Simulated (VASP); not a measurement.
A run of VASP 6.6.1:

File INCAR:

```
SYSTEM = SbSe5
ALGO     = Normal         ! electronic algorithm
EDIFF    = 1E-6           ! SCF threshold, eV
ENCUT    = 520            ! plane-wave cutoff, eV
GGA      = PE             ! functional
ISIF     = 2              ! what is computed and relaxed
ISMEAR   = 0              ! smearing method
LASPH    = .TRUE.         ! aspherical terms in the spheres
LCHARG   = .TRUE.         ! write CHGCAR
LELF     = .TRUE.         ! ELF
LREAL    = .FALSE.        ! projectors in reciprocal space
LVHAR    = .TRUE.       
LWAVE    = .FALSE.        ! write WAVECAR
NBANDS   = 26             ! bands
NELM     = 100            ! most SCF steps
PREC     = Accurate       ! precision mode
SIGMA    = 0.2            ! smearing width, eV
```

File KPOINTS:

```
k-points
0
G
  3 3 3
  0 0 0
```

File POSCAR:

```
SbSe5
1.0
    3.7006915544      2.1365952651      3.6769687147
   -3.7006915544      2.1365952651      3.6769687147
    0.0000000000     -4.2731905303      3.6769687147
Sb Se
1 5
Direct
    0.5000000000      0.5000000000      0.5000000000
    0.5000000000      0.5000000000      0.0000000000
    0.0000000000      0.5000000000      0.5000000000
    0.5000000000      0.0000000000      0.5000000000
    0.1949701059      0.1949701059      0.1949701059
    0.8050298941      0.8050298941      0.8050298941
```

Potentials or basis: VASP PAW PBE potentials, release 64 (Sb, Se).

Launch:

```bash
$ cat potpaw_PBE.64/Sb/POTCAR potpaw_PBE.64/Se/POTCAR > POTCAR
$ mpirun -np 1 vasp_std > vasp.out
```

Hardware: 1 thread of Intel(R) Xeon(R) 6975P-C (Granite Rapids), on a shared host.

Task: How long does it take, and how much memory?

Result: Wall time 16 s on 1 thread of Intel(R) Xeon(R) 6975P-C (Granite Rapids), on a shared host, peak memory 0.25 GiB. Counts: scf iterations 13, k points 6.
